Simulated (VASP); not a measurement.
# ZnS (P6_3mc) in VASP: dielectric tensor with PBE

Aim: the dielectric tensor of ZnS with PBE.

Program: VASP 6.6.1. These are calculated values, not measurements. Logs are shortened: lines on timing, memory, paths and dates and some standing lists are left out, and cuts for length are marked.

## (1) The cell of the first run

It takes space group P6_3mc (No. 186, hexagonal). The conventional cell has a = 3.809 Å, b = 3.809 Å, c = 12.453 Å, α = 90.00°, β = 90.00°, γ = 120.00°. Within 3.1 Å of Zn (site symmetry 3m) lie 4 S at 2.33 to 2.34 Å. Zn (site symmetry 3m) has 4 S at 2.33 Å within 3.1 Å. Within 3.1 Å of S (site symmetry 3m) lie 4 Zn at 2.33 to 2.34 Å. Within 3.1 Å of S (site symmetry 3m) lie 4 Zn at 2.33 Å.

## (2) Dielectric tensor, PBE

INCAR reads:

```
SYSTEM = ZnS
  PREC = Accurate
  ENCUT = 520
  EDIFF = 1E-8
  ISMEAR = 0
  SIGMA = 0.01
  LREAL = .FALSE.
  LASPH = .TRUE.
  NELM = 80
  ALGO = Normal
  ISIF = 2
  LWAVE = .FALSE.
  LCHARG = .FALSE.
  GGA = PE
  LEPSILON = .TRUE.
```

KPOINTS reads:

```
Automatic mesh
0
G
  8 8 3
  0 0 0
```

POSCAR reads:

```
ZnS
1.0
    3.8089500615      0.0000000000      0.0000000000
   -1.9044750307      3.2986475150      0.0000000000
    0.0000000000      0.0000000000     12.4525986900
Zn S
4 4
Direct
    0.6666666667      0.3333333333      0.7499255000
    0.3333333333      0.6666666667      0.2499255000
    0.0000000000      0.0000000000      0.5000013000
    0.0000000000      0.0000000000      0.0000013000
    0.6666666667      0.3333333333      0.9377315200
    0.3333333333      0.6666666667      0.4377315200
    0.0000000000      0.0000000000      0.6873406800
    0.0000000000      0.0000000000      0.1873406800
```

Potentials or basis: VASP PAW PBE potentials, release 64 (Zn, S).

Run with:

```
> cat potpaw_PBE.64/Zn/POTCAR potpaw_PBE.64/S/POTCAR > POTCAR
> mpirun -np 1 vasp_std > vasp.out
```

OUTCAR:

```text
SYSTEM = ZnS
   PREC = Accurate
   ENCUT = 520
   EDIFF = 1E-8
   ISMEAR = 0
   LREAL = .FALSE.
   LASPH = .TRUE.
   NELM = 80
   ISIF = 2
   GGA = PE
   LEPSILON = .TRUE.

 ion  position               nearest neighbor table
   1  0.667  0.333  0.750-   7 2.33   7 2.33   7 2.33   5 2.34
   2  0.333  0.667  0.250-   8 2.33   8 2.33   8 2.33   6 2.34
   3  0.000  0.000  0.500-   6 2.33   6 2.33   6 2.33   7 2.33
   4  0.000  0.000  0.000-   5 2.33   5 2.33   5 2.33   8 2.33
   5  0.667  0.333  0.938-   4 2.33   4 2.33   4 2.33   1 2.34
   6  0.333  0.667  0.438-   3 2.33   3 2.33   3 2.33   2 2.34
   7  0.000  0.000  0.687-   3 2.33   1 2.33   1 2.33   1 2.33
   8  0.000  0.000  0.187-   4 2.33   2 2.33   2 2.33   2 2.33

  LATTYP: Found a hexagonal cell.
 ALAT       =     3.8089500615
 C/A-ratio  =     3.2692995416

  Lattice vectors:

 A1 = (   3.8089500615,   0.0000000000,   0.0000000000)
 A2 = (  -1.9044750307,   3.2986475150,   0.0000000000)
 A3 = (   0.0000000000,   0.0000000000,  12.4525986900)

Analysis of symmetry for initial positions (statically):
=====================================================================
 Subroutine PRICEL returns:
 Original cell was already a primitive cell.

 Routine SETGRP: Setting up the symmetry group for a
 hexagonal supercell.

 Subroutine GETGRP returns: Found 12 space group operations
 (whereof  6 operations were pure point group operations)
 out of a pool of 24 trial point group operations.

The static configuration has the point symmetry C_3v.
 The point group associated with its full space group is C_6v.

Analysis of symmetry for dynamics (positions and initial velocities):
=====================================================================
 Subroutine PRICEL returns:
 Original cell was already a primitive cell.

 Routine SETGRP: Setting up the symmetry group for a
 hexagonal supercell.

 Subroutine GETGRP returns: Found 12 space group operations
 (whereof  6 operations were pure point group operations)
 out of a pool of 24 trial point group operations.

The dynamic configuration has the point symmetry C_3v.
 The point group associated with its full space group is C_6v.

 Subroutine INISYM returns: Found 12 space group operations
 (whereof  6 operations are pure point group operations),
 and found     1 'primitive' translations

----------------------------------------------------------------------------------------

                                     Primitive cell

  volume of cell :     156.4592

  direct lattice vectors                    reciprocal lattice vectors
[... 1100 lines left out ...]
 ------------------------------------------------------
           6.302424     0.000000     0.000000
           0.000000     6.302424     0.000000
           0.000000    -0.000000     6.301552
 ------------------------------------------------------

 Free energy of the ion-electron system (eV)
  ---------------------------------------------------
  ---------------------------------------------------
  free energy    TOTEN  =        -2.28841601 eV

  energy without entropy =       -2.28841601

------------------------ aborting loop because EDIFF is reached ----------------------------------------

--------------------------------------- Ionic step        2  -------------------------------------------

------------------------ aborting loop because EDIFF is reached ----------------------------------------

--------------------------------------- Ionic step        3  -------------------------------------------

 Free energy of the ion-electron system (eV)
  ---------------------------------------------------
  ---------------------------------------------------
  free energy    TOTEN  =        -2.28961835 eV

  energy without entropy =       -2.28961835

------------------------ aborting loop because EDIFF is reached ----------------------------------------

 PIEZOELECTRIC TENSOR FIELD DIRECTION 3  (e Angst)
 -----------------------------------------------------------------------------
     3.63308  0.00000  0.00000           ( -0.02084 -0.00000  0.00000)
     0.00000  3.63308  0.00000           ( -0.00000 -0.02084  0.00000)
    -0.00000  0.00000 -7.46391           (  0.00000  0.00000  0.03711)

 PIEZOELECTRIC TENSOR FIELD DIRECTION 3  (C/m^2)
 -----------------------------------------------------------------------------
     0.37204  0.00000  0.00000
     0.00000  0.37204  0.00000
    -0.00000  0.00000 -0.76432

 MACROSCOPIC STATIC DIELECTRIC TENSOR (including local field effects in DFT)
 ------------------------------------------------------
           5.907622     0.000000     0.000000
           0.000000     5.907622     0.000000
           0.000000     0.000000     5.911726
 ------------------------------------------------------

 PIEZOELECTRIC TENSOR (including local field effects)  for field in x, y, z        (e  Angst)
          XX          YY          ZZ          XY          YZ          ZX
  --------------------------------------------------------------------------------
  x    -0.00000    -0.00000     0.00000    -0.00000     0.00000     3.70189
  y     0.00000    -0.00000    -0.00000     0.00000     3.70188     0.00000
  z     3.63308     3.63308    -7.46391     0.00000     0.00000     0.00000

 PIEZOELECTRIC TENSOR (including local field effects)  for field in x, y, z        (C/m^2)
          XX          YY          ZZ          XY          YZ          ZX
  --------------------------------------------------------------------------------
  x    -0.00000    -0.00000     0.00000    -0.00000     0.00000     0.37908
  y     0.00000    -0.00000    -0.00000     0.00000     0.37908     0.00000
  z     0.37204     0.37204    -0.76432     0.00000     0.00000     0.00000

 BORN EFFECTIVE CHARGES (including local field effects) (in |e|, cummulative output)
 ---------------------------------------------------------------------------------
 ion    1
    1     1.98074     0.00000     0.00000
    2     0.00000     1.98074     0.00000
    3     0.00000     0.00000     2.00005
 ion    2
    1     1.98074     0.00000     0.00000
    2     0.00000     1.98074    -0.00000
    3     0.00000    -0.00000     2.00005
 ion    3
    1     1.96463     0.00000     0.00000
    2     0.00000     1.96463     0.00000
    3     0.00000    -0.00000     2.02977
 ion    4
    1     1.96463     0.00000    -0.00000
    2     0.00000     1.96463    -0.00000
    3     0.00000     0.00000     2.02977
 ion    5
    1    -1.97437    -0.00000     0.00000
    2    -0.00000    -1.97437     0.00000
    3     0.00000     0.00000    -2.02144
 ion    6
    1    -1.97437    -0.00000     0.00000
    2    -0.00000    -1.97437    -0.00000
    3    -0.00000    -0.00000    -2.02144
 ion    7
    1    -1.97100    -0.00000     0.00000
    2    -0.00000    -1.97100     0.00000
    3     0.00000     0.00000    -2.00838
 ion    8
    1    -1.97100    -0.00000     0.00000
    2    -0.00000    -1.97100    -0.00000
    3     0.00000     0.00000    -2.00838
```

OSZICAR:

```text
N       E                     dE             d eps       ncg     rms          rms(c)
DAV:   1     0.588217349605E+03    0.58822E+03   -0.33933E+04  1720   0.203E+03
DAV:   2     0.524297580277E+02   -0.53579E+03   -0.52171E+03  1720   0.450E+02
[... 12 lines left out ...]
RMM:   9    -0.228952980386E+01    0.20228E-03   -0.20537E-06  2913   0.823E-03    0.187E-03
RMM:  10    -0.228959186079E+01   -0.62057E-04   -0.95975E-07  2935   0.415E-03    0.102E-03
RMM:  11    -0.228961389970E+01   -0.22039E-04   -0.31275E-06  2957   0.131E-03    0.282E-04
RMM:  12    -0.228962158855E+01   -0.76889E-05   -0.49057E-07  2820   0.403E-04    0.134E-04
RMM:  13    -0.228961862748E+01    0.29611E-05   -0.91308E-07  2834   0.262E-04    0.432E-05
RMM:  14    -0.228961847967E+01    0.14781E-06   -0.12567E-07  2024   0.114E-04    0.224E-05
RMM:  15    -0.228961835237E+01    0.12730E-06    0.76359E-08  1507   0.687E-05    0.729E-06
```

stdout:

```text
POSCAR found type information on POSCAR ZnS
 POSCAR found :  2 types and       8 ions
 scaLAPACK will be used
 LDA part: xc-table for (Slater+PW92), standard interpolation
 POSCAR, INCAR and KPOINTS ok, starting setup
 FFT: planning ... GRIDC
 FFT: planning ... GRID_SOFT
 FFT: planning ... GRID
 WAVECAR not read
 entering main loop
 Linear response reoptimize wavefunctions to high precision
 Linear response G [H, r] |phi>, progress :
  Direction:   1
 Linear response G [H, r] |phi>, progress :
  Direction:   2
 Linear response G [H, r] |phi>, progress :
  Direction:   3
 Linear response to external field (no local field effect), progress :
  Direction:   1
 dielectric tensor                  component  1 :     5.394    -1.843     0.024
 Linear response to external field (no local field effect), progress :
  Direction:   2
 dielectric tensor                  component  2 :    -1.843     7.211    -0.047
 Linear response to external field (no local field effect), progress :
  Direction:   3
 dielectric tensor                  component  3 :     0.024    -0.047     6.302
 Linear response to external field, progress :
  Direction:   1
 dielectric tensor                  component  1 :     5.908    -0.409     0.000
 Linear response to external field, progress :
  Direction:   2
 dielectric tensor                  component  2 :    -0.912     5.908    -0.000
 Linear response to external field, progress :
  Direction:   3
 dielectric tensor                  component  3 :     0.021    -0.047     5.912
 Born effective charges drift removed
```

Wall time 25 min (1 thread of Intel Xeon 6975P-C (Granite Rapids), shared host); peak memory 0.88 GiB.

Results:

```
Band gap on the k mesh                  : 2.19 eV
Electronic dielectric tensor (diagonal) : 5.91
Born charges (mean of the diagonal)     : Zn +1.99; S -1.99, -1.98 (each value once) e
```

Levels at points of the mesh, in eV from the valence-band top:
| k point | band 33 | band 34 | band 35 | band 36 | band 37 | band 38 | band 39 | band 40 |
| --- | --- | --- | --- | --- | --- | --- | --- | --- |
| (0.00, 0.00, 0.00) | -0.47 | -0.03 | 0.00 | 0.00 | 2.19 | 3.21 | 3.41 | 3.66 |
| (0.50, 0.00, 0.00) | -1.62 | -1.59 | -1.12 | -0.89 | 3.32 | 3.37 | 3.76 | 4.35 |

Electronic dielectric tensor:
```
5.91 0.00 0.00
0.00 5.91 0.00
0.00 0.00 5.91
```

Born effective charge tensors (e):
atom 1, Zn
```
1.98 0.00 0.00
0.00 1.98 0.00
0.00 0.00 2.00
```
atom 2, Zn
```
1.98 0.00 0.00
0.00 1.98 0.00
0.00 0.00 2.00
```
atom 3, Zn
```
1.96 0.00 0.00
0.00 1.96 0.00
0.00 0.00 2.03
```
atom 4, Zn
```
1.96 0.00 0.00
0.00 1.96 0.00
0.00 0.00 2.03
```
atom 5, S
```
-1.97  0.00  0.00
 0.00 -1.97  0.00
 0.00  0.00 -2.02
```
atom 6, S
```
-1.97  0.00  0.00
 0.00 -1.97  0.00
 0.00  0.00 -2.02
```
atom 7, S
```
-1.97  0.00  0.00
 0.00 -1.97  0.00
 0.00  0.00 -2.01
```
atom 8, S
```
-1.97  0.00  0.00
 0.00 -1.97  0.00
 0.00  0.00 -2.01
```

A k mesh can miss the band edges.
